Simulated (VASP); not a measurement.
Write the native input for VASP 6.6.1 that does the following.

- Task: single point
- Functional: PBEsol
- Potentials or basis: VASP PAW PBE potentials, release 64 (Sn_d, O)
- Cutoff: 520 eV
- k mesh: 8 × 6 × 6
- Occupations: gaussian, width 0.05 eV
- Spin: no spin polarisation
- Dipole correction: no
- Further INCAR settings: ALGO = Normal; EDIFF = 1e-06; NBANDS = 28

The structure of SnO lies in POSCAR:

```
SnO
1.0
    3.1872547500      0.0000000000      0.0000000000
    0.0000000000      5.6741040000      0.0000000000
    0.0000000000      0.0000000000      4.2219700000
Sn O
2 2
Direct
    0.0000000000      0.2319090000      0.5131440000
    0.5000000000      0.7680910000      0.0131440000
    0.0000000000      0.8912500000      0.7368570000
    0.5000000000      0.1087500000      0.2368570000
```

This cell differs from its parent crystal: strain -0.0500 x Voigt [1, 0, 0, 0, 0, 0].

The input as run:

INCAR

```
SYSTEM = SnO
ALGO = Normal
EDIFF = 1E-6
ENCUT = 520
GGA = PS
ISIF = 2
ISMEAR = 0
LASPH = .True.
LCHARG = .False.
LREAL = .False.
LWAVE = .False.
NBANDS = 28
NELM = 100
PREC = Accurate
SIGMA = 0.05
```

KPOINTS

```
k-points
0
Gamma
  8 6 6
  0 0 0
```

Potentials or basis: VASP PAW PBE potentials, release 64 (Sn_d, O).

Command:

```bash
$ cat potpaw_PBE.64/Sn_d/POTCAR potpaw_PBE.64/O/POTCAR > POTCAR
$ mpirun -np 1 vasp_std > vasp.out
```

It gave:

```json
{"Pressure": "2.0 GPa", "Largest force": "0.431 eV/Å", "Band gap on the k mesh": "1.39 eV (least direct gap 1.87 eV)"}
```

Caveat: the cell differs from its parent crystal (strain -0.0500 x Voigt [1, 0, 0, 0, 0, 0]); the stress differs along the axes, from -0 to 5 GPa; the PAW data sets were made with another functional, which shifts forces and pressure a little; spin-orbit coupling is left out, which moves the levels of the heavy elements.

It took 67 s on 1 thread of AMD EPYC 9R45 96-Core Processor (Zen 5), with other jobs on the host, peak memory 0.24 GiB.
